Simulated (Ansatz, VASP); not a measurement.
## Two plane-wave programs on Ge2Sb2O

```xyz
5
Lattice="3.7831 0.0000 0.0000 0.0000 3.7831 0.0000 0.0000 0.0000 7.2187" Properties=species:S:1:pos:R:3 pbc="T T T"
Ge    1.8916    1.8916    1.5055
Ge    1.8916    1.8916    5.7132
Sb    0.0000    0.0000    0.0000
Sb    0.0000    0.0000    3.6093
O     1.8916    1.8916    3.6093
```

Alike in both runs: functional PBE; k mesh 6 × 6 × 2; occupations gaussian, width 0.1 eV; no spin polarisation.

Ansatz relaxed the structure, and its values are those at the end. VASP's run is a single point on that final structure, the one shown.

|  | VASP | Ansatz |
| --- | --- | --- |
| version | VASP 6.6.1 | Ansatz 0.2.0 |
| potentials or method | VASP PAW PBE potentials, release 64 (Ge_d, Sb, O), cutoff 600 eV | scalar-relativistic, plane waves, PAW |
| valence electrons in the cell | 44 | 64 |

```tsv
	VASP	Ansatz	Ansatz less VASP
gap on the k mesh at the Fermi level (eV)	none	none	-
pressure (GPa)	-0.2	-0.1	+0.18
rms of the force components (eV/Å)	0.005	0.002	-0.0037
```

A gap of «none» marks a metal or a gap that the smearing closes. The functional is the same, so the differences come from potentials, cutoffs and numerics. VASP's potentials hold 44 valence electrons a cell and Ansatz's 64, so a difference there can come from the potentials and not from the codes.

The k mesh is coarse, so the values compare programs but aren't converged. Neither program's run includes spin-orbit coupling.
